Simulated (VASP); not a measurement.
A run of VASP 6.6.1 is set up as follows.

The input POSCAR:

```
Ti
1.0
    2.7861568206      0.0000000000      0.0000000000
   -1.3930784103      2.4128825855      0.0000000000
    1.3930784103      0.8042941952      2.4965323892
Ti
1
Direct
    0.0000000000      0.0000000000      0.0000000000
```

The input INCAR.step1:

```
ALGO     = Normal         # electronic algorithm
EDIFF    = 1E-4           # SCF threshold, eV
ENCUT    = 520            # plane-wave cutoff, eV
GGA      = PE             # functional
ISMEAR   = 0              # smearing method
ISYM     = 0            
LASPH    = T              # aspherical terms in the spheres
LCHARG   = F              # write CHGCAR
LREAL    = F              # projectors in reciprocal space
LWAVE    = T              # write WAVECAR
NBANDS   = 12             # bands
NELM     = 80             # most SCF steps
PREC     = Accurate       # precision mode
SIGMA    = 0.1            # smearing width, eV
```

The input INCAR.step2:

```
ALGO     = Normal         # electronic algorithm
EDIFF    = 1E-7           # SCF threshold, eV
ENCUT    = 520            # plane-wave cutoff, eV
ISIF     = 2              # what is computed and relaxed
ISMEAR   = 0              # smearing method
ISTART   = 1            
ISYM     = 0            
LASPH    = T              # aspherical terms in the spheres
LCHARG   = F              # write CHGCAR
LMIXTAU  = T            
LREAL    = F              # projectors in reciprocal space
LWAVE    = F              # write WAVECAR
METAGGA  = R2SCAN         # meta-GGA
NBANDS   = 12             # bands
NELM     = 80             # most SCF steps
PREC     = Accurate       # precision mode
SIGMA    = 0.1            # smearing width, eV
```

Contents of KPOINTS:

```
k-points
0
Gamma
  15 15 14
```

Potentials or basis: VASP PAW PBE potentials, release 64 (Ti_sv).

Launch:

```sh
$ cat potpaw_PBE.64/Ti_sv/POTCAR > POTCAR
$ cp INCAR.step1 INCAR
$ mpirun -np 1 vasp_std > vasp.out
$ cp INCAR.step2 INCAR
$ mpirun -np 1 vasp_std > vasp.out
```

Problem. Estimate the pressure.

Solution. 4.2 GPa.

Problem. What does it give for the band gap on the k mesh?

Solution. Zero (bands 6 and 7 overlap by 1.09 eV).

Stress tensor (GPa, compression positive):
```
 8.66 -0.12  0.02
-0.12  8.79  0.01
 0.02  0.01 -4.72
```

Caveat: the stress differs along the axes, from -5 to 9 GPa; the PAW data sets were made with another functional, which shifts forces and pressure a little.
